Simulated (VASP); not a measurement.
PbSe (Clausthalite), 2 atoms in the cell. It takes space group Fm-3m (No. 225, cubic). The conventional cell has a = 5.996 Å, b = 5.996 Å, c = 5.996 Å, α = 90.00°, β = 90.00°, γ = 90.00°. Pb (site symmetry m-3m) has 6 Se at 3.00 Å within 3.9 Å. Se (site symmetry m-3m) has 6 Pb at 3.00 Å within 3.9 Å.  This cell differs from its parent crystal: volume scaled by 0.94.

- Program: VASP 6.6.1
- Task: single point
- Functional: LDA
- Potentials or basis: VASP PAW LDA potentials, release 64 (Pb_d, Se)
- Cutoff: 520 eV
- k mesh: 8 × 8 × 8
- Occupations: fermi-dirac, width 0.05 eV
- Spin: no spin polarisation
- Dipole correction: no
- Further INCAR settings: ALGO = Normal; EDIFF = 1e-06; NBANDS = 17

Potentials or basis: VASP PAW LDA potentials, release 64 (Pb_d, Se).

Run with:

```sh
$ cat potpaw_LDA.64/Pb_d/POTCAR potpaw_LDA.64/Se/POTCAR > POTCAR
$ mpirun -np 1 vasp_std > vasp.out
```

Hardware: 1 thread of Intel Xeon 6975P-C, on a shared host.

Problem. How long does it take, and how much memory?

Solution. Wall time 14 s on 1 thread of Intel Xeon 6975P-C, with other jobs on the host, peak memory 0.16 GiB. Counts: scf iterations 12, k points 29.
